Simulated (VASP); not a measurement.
# Rb3TaP2 (P6/mmm) in VASP: notebook, part 2 of 3

VASP 6.6.1. Earlier steps stand in the parts before.

## (4) Relaxation of cell and atoms, PBE

Contents of INCAR:

```
SYSTEM = Rb3TaP2
PREC = Accurate
ENCUT = 600
EDIFF = 1E-7
ISMEAR = 0
SIGMA = 0.1
LREAL = .FALSE.
LASPH = .TRUE.
NELM = 100
ALGO = Normal
ISIF = 3
LWAVE = .FALSE.
LCHARG = .FALSE.
GGA = PE
IBRION = 2
NSW = 100
EDIFFG = -0.01
```

Contents of KPOINTS:

```
regular mesh
0
G
  9 9 8
  0 0 0
```

Contents of POSCAR:

```
Rb3TaP2
1.0
    5.7849067594      0.0000000000      0.0000000000
   -2.8924533797      5.0098762122      0.0000000000
    0.0000000000      0.0000000000      5.7200246648
Rb Ta P
3 1 2
Direct
    0.5000000000      0.0000000000      0.5000000000
    0.5000000000      0.5000000000      0.5000000000
    0.0000000000      0.5000000000      0.5000000000
    0.0000000000      0.0000000000      0.0000000000
    0.3333333333      0.6666666667      0.0000000000
    0.6666666667      0.3333333333      0.0000000000
```

Potentials or basis: VASP PAW PBE potentials, release 64 (Rb_sv, Ta_pv, P).

On the command line:

```
> cat potpaw_PBE.64/Rb_sv/POTCAR potpaw_PBE.64/Ta_pv/POTCAR potpaw_PBE.64/P/POTCAR > POTCAR
> mpirun -np 1 vasp_std > vasp.out
```

OUTCAR:

```text
SYSTEM = Rb3TaP2
   PREC = Accurate
   ENCUT = 600
   EDIFF = 1E-7
   ISMEAR = 0
   LREAL = .FALSE.
   LASPH = .TRUE.
   NELM = 100
   ISIF = 3
   GGA = PE
   IBRION = 2
   NSW = 100
   EDIFFG = -0.01

 ion  position               nearest neighbor table
   1  0.500  0.000  0.500-   2 2.89   3 2.89   2 2.89   3 2.89   5 3.31   6 3.31   5 3.31   6 3.31
                             4 4.07   4 4.07   4 4.07   4 4.07   2 5.01   3 5.01   2 5.01   3 5.01
   2  0.500  0.500  0.500-   3 2.89   3 2.89   1 2.89   1 2.89   5 3.31   6 3.31   5 3.31   6 3.31
                             4 4.07   4 4.07   4 4.07   4 4.07   1 5.01   1 5.01   3 5.01   3 5.01
   3  0.000  0.500  0.500-   2 2.89   2 2.89   1 2.89   1 2.89   5 3.31   6 3.31   5 3.31   6 3.31
                             4 4.07   4 4.07   4 4.07   4 4.07   1 5.01   1 5.01   2 5.01   2 5.01
   4  0.000  0.000  0.000-   1 4.07   1 4.07   1 4.07   1 4.07   2 4.07   3 4.07   3 4.07   3 4.07
                             3 4.07   2 4.07   2 4.07   2 4.07
   5  0.333  0.667  0.000-   3 3.31   3 3.31   1 3.31   1 3.31   2 3.31   2 3.31
   6  0.667  0.333  0.000-   3 3.31   3 3.31   1 3.31   1 3.31   2 3.31   2 3.31

 -----------------------------------------------------------------------------
|                                                                             |
|           W    W    AA    RRRRR   N    N  II  N    N   GGGG   !!!           |
|           W    W   A  A   R    R  NN   N  II  NN   N  G    G  !!!           |
|           W    W  A    A  R    R  N N  N  II  N N  N  G       !!!           |
|           W WW W  AAAAAA  RRRRR   N  N N  II  N  N N  G  GGG   !            |
|           WW  WW  A    A  R   R   N   NN  II  N   NN  G    G                |
|           W    W  A    A  R    R  N    N  II  N    N   GGGG   !!!           |
|                                                                             |
|     The distance between some ions is very small. Please check the          |
|     nearest-neighbor list in the OUTCAR file.                               |
|     I HOPE YOU KNOW WHAT YOU ARE DOING!                                     |
|                                                                             |
 -----------------------------------------------------------------------------

  LATTYP: Found a hexagonal cell.
 ALAT       =     5.7849067594
 C/A-ratio  =     0.9887842454

  Lattice vectors:

 A1 = (   5.7849067594,   0.0000000000,   0.0000000000)
 A2 = (  -2.8924533797,   5.0098762122,   0.0000000000)
 A3 = (   0.0000000000,   0.0000000000,   5.7200246648)

Analysis of symmetry for initial positions (statically):
=====================================================================
 Subroutine PRICEL returns:
 Original cell was already a primitive cell.

 Routine SETGRP: Setting up the symmetry group for a
 hexagonal supercell.

 Subroutine GETGRP returns: Found 24 space group operations
 (whereof 24 operations were pure point group operations)
 out of a pool of 24 trial point group operations.

The static configuration has the point symmetry D_6h.

Analysis of symmetry for dynamics (positions and initial velocities):
=====================================================================
 Subroutine PRICEL returns:
 Original cell was already a primitive cell.

 Routine SETGRP: Setting up the symmetry group for a
 hexagonal supercell.

 Subroutine GETGRP returns: Found 24 space group operations
 (whereof 24 operations were pure point group operations)
 out of a pool of 24 trial point group operations.

The dynamic configuration has the point symmetry D_6h.

 Subroutine INISYM returns: Found 24 space group operations
[... 89 lines left out ...]
   total plane-waves  NPLWV = 110592
   dimension x,y,z NGX =    48 NGY =   48 NGZ =   48
   dimension x,y,z NGXF=    96 NGYF=   96 NGZF=   96
   ions per type =               3   1   2
   NGX,Y,Z   is equivalent  to a cutoff of  13.79, 13.79, 13.95 a.u.
   NGXF,Y,Z  is equivalent  to a cutoff of  27.59, 27.59, 27.90 a.u.
 SYSTEM =  Rb3TaP2
   PREC   = accura    normal or accurate (medium, high low for compatibility)
   ISTART =      0    job   : 0-new  1-cont  2-samecut
   ICHARG =      2    charge: 1-file 2-atom 10-const
   ISPIN  =      1    spin polarized calculation?
   LNONCOLLINEAR =      F non collinear calculations
   LSORBIT =      F    spin-orbit coupling
   LASPH  =      T    aspherical Exc in radial PAW
   ENCUT  =  600.0 eV  44.10 Ry    6.64 a.u.  11.55 11.55 11.42*2*pi/ulx,y,z
   NELM   =    100;   NELMIN=  2; NELMDL= -5     # of ELM steps
   EDIFF  = 0.1E-06   stopping-criterion for ELM
   LREAL  =      F    real-space projection
   EDIFFG = -.1E-01   stopping-criterion for IOM
   NSW    =    100    number of steps for IOM
   IBRION =      2    ionic relax: 0-MD 1-quasi-New 2-CG
   NFREE  =      1    steps in history (QN), initial steepest desc. (CG)
   ISIF   =      3    stress and relaxation
   ISYM   =      2    0-nonsym 1-usesym 2-fastsym
   POTIM  = 0.5000    time-step for ionic-motion
   TEBEG  =    0.0;   TEEND  =   0.0 temperature during run
   PSTRESS=    0.0 pullay stress
   NELECT =      48.0000    total number of electrons
   NUPDOWN=      -1.0000    fix difference up-down
   EMIN   =  10.00;   EMAX   =-10.00  energy-range for DOS
   EFERMI =   0.00;   METHOD = LEGACY
   ISMEAR =     0;   SIGMA  =   0.10  broadening in eV -4-tet -1-fermi 0-gaus
   EFERMI_NEDOS =   21; number of points for ismear=-14 and -15
   IALGO  =     38    algorithm
   IMIX   =      4    mixing-type and parameters
     AMIX     =   0.40;   BMIX     =  1.00
     AMIX_MAG =   1.60;   BMIX_MAG =  1.00
  volume/ion in A,a.u.               =      27.63       186.45
  Fermi-wavevector in a.u.,A,eV,Ry     =   1.083049  2.046666 15.959571  1.172995
  Thomas-Fermi vector in A             =   2.219106
   LORBIT       =      0    0 simple, 1 ext, 2 COOP (PROOUT), +10 PAW based schemes
   GGA     = PE    functional components
   LHFCALC =     F    Hartree Fock is set to
   AEXX    =    0.0000 exact exchange contribution
   IVDW    =     0    specifies the selected vdW correction
   LEPSILON=     F    determine dielectric tensor
   LRPA    =     F    only Hartree local field effects (RPA)
 conjugate gradient relaxation of ions
 non-spin polarized calculation
 Gauss-broadening in eV      SIGMA  =   0.10
  energy-cutoff  :      600.00
  volume of cell :      165.78
 maximum number of plane-waves:      5579
 NGX is ok and might be reduce to    48
   NGX = 23   NGY = 23   NGZ = 23

--------------------------------------- Ionic step        1  -------------------------------------------

 number of electron      47.9999997 magnetization

 Free energy of the ion-electron system (eV)
  ---------------------------------------------------
  ext. energy  EPLUGINS =         0.00000000
  ---------------------------------------------------
  free energy    TOTEN  =       -18.22329784 eV

  energy without entropy =      -18.18762988  energy(sigma->0) =      -18.20546386

------------------------ aborting loop because EDIFF is reached ----------------------------------------

  FORCE on cell =-STRESS in cart. coord.  units (eV):
  Direction    XX          YY          ZZ          XY          YZ          ZX
  --------------------------------------------------------------------------------------
  -------------------------------------------------------------------------------------
  Total        0.3379633      0.3379633      0.3673550      0.0000000      0.0000000     -0.0000000
  in kB        3.2663212      3.2663212      3.5503832      0.0000000      0.0000000     -0.0000000
  external PRESSURE =       3.3610086 kB  Pullay stress =       0.0000000 kB
[... 107 lines left out ...]
--------------------------------------- Ionic step        4  -------------------------------------------

 number of electron      47.9999997 magnetization

 Free energy of the ion-electron system (eV)
  ---------------------------------------------------
  ext. energy  EPLUGINS =         0.00000000
  ---------------------------------------------------
  free energy    TOTEN  =       -18.22501648 eV

  energy without entropy =      -18.18906520  energy(sigma->0) =      -18.20704084

 E-fermi :   3.1305     XC(G=0):  -9.2441

 val. band max:        3.1287300148   @ k =   0.2222   0.1111   0.1250
 cond. band min:       3.1306127581   @ k =   0.4444  -0.0000   0.5000
 fundamental gap:      0.0018827433
 Fermi energy:         3.1304872400

 k-point     1 :       0.0000    0.0000    0.0000
  band No.  band energies     occupation
      1     -32.5165      2.00000
      2     -32.5165      2.00000
      3     -32.4668      2.00000
      4     -25.8176      2.00000
      5     -24.8610      2.00000
      6     -24.8610      2.00000
[... 733 lines left out ...]
     27       3.9916      0.00000
     28       4.4129      0.00000

 [... further k-points ...]
[... 5 lines left out ...]
  --------------------------------------------------------------------------------------
  -------------------------------------------------------------------------------------
  Total        0.0173882      0.0173882     -0.0301906      0.0000000      0.0000000      0.0000000
  in kB        0.1664017      0.1664017     -0.2889183      0.0000000      0.0000000      0.0000000
  external PRESSURE =       0.0146284 kB  Pullay stress =       0.0000000 kB
[... 21 lines left out ...]
  FREE ENERGIE OF THE ION-ELECTRON SYSTEM (eV)
  ---------------------------------------------------
  free  energy   TOTEN  =       -18.2250164772 eV

  energy  without entropy=      -18.1890652010  energy(sigma->0) =      -18.20704084

 reached required accuracy - stopping structural energy minimisation
```

Run time: 11 min. Hardware: 1 thread of Intel Xeon 6975P-C (Granite Rapids), shared host; peak memory 0.57 GiB.

Results:

* Free energy: -18.2250 eV
* Relaxed volume: 27.90 Å³/atom
* Relaxed cell: a = 5.806 Å, b = 5.806 Å, c = 5.736 Å, α = 90.00°, β = 90.00°, γ = 120.00°
* Space group after relaxing (to 0.05 Å): P6/mmm (No. 191)
* Energy gained by relaxing: 0.3 meV/atom
* Ionic steps: 4
* Pressure after relaxing: 0.0 GPa
* Band gap on the k mesh: zero (band 24 reaches 3.63 eV, above the bottom of band 25 at 2.97 eV)

Step by step:
| step | energy change (eV) | largest force (eV/Å) | pressure (GPa) | volume (Å³) |
| --- | --- | --- | --- | --- |
| 1 | 0.0000 | 0.0000 | 0.34 | 165.78 |
| 2 | -0.0016 | 0.0000 | 0.04 | 167.17 |
| 3 | -0.0016 | 0.0000 | 0.00 | 167.36 |
| 4 | -0.0017 | 0.0000 | 0.00 | 167.42 |

Final structure:
```
Rb Ta P
1.0
     5.80564    0.00000    0.00000
    -2.90282    5.02783    0.00000
     0.00000    0.00000    5.73556
Rb Ta P
3 1 2
Direct
  0.50000 0.00000 0.50000
  0.50000 0.50000 0.50000
  0.00000 0.50000 0.50000
  0.00000 0.00000 0.00000
  0.33333 0.66667 0.00000
  0.66667 0.33333 0.00000
```

Levels at points of the mesh, in eV from the Fermi level:
```
           k point  band 21  band 22  band 23  band 24  band 25  band 26  band 27  band 28
(0.00, 0.00, 0.00)    -1.67    -0.98    -0.31    -0.31    -0.16    -0.16     0.68     1.77
(0.00, 0.00, 0.50)    -0.76    -0.76    -0.66    -0.42    -0.05     0.20     0.20     0.82
```

Caveat: spin-orbit coupling is left out, which moves the levels of the heavy elements.

(Continued in part 3 of 3.)
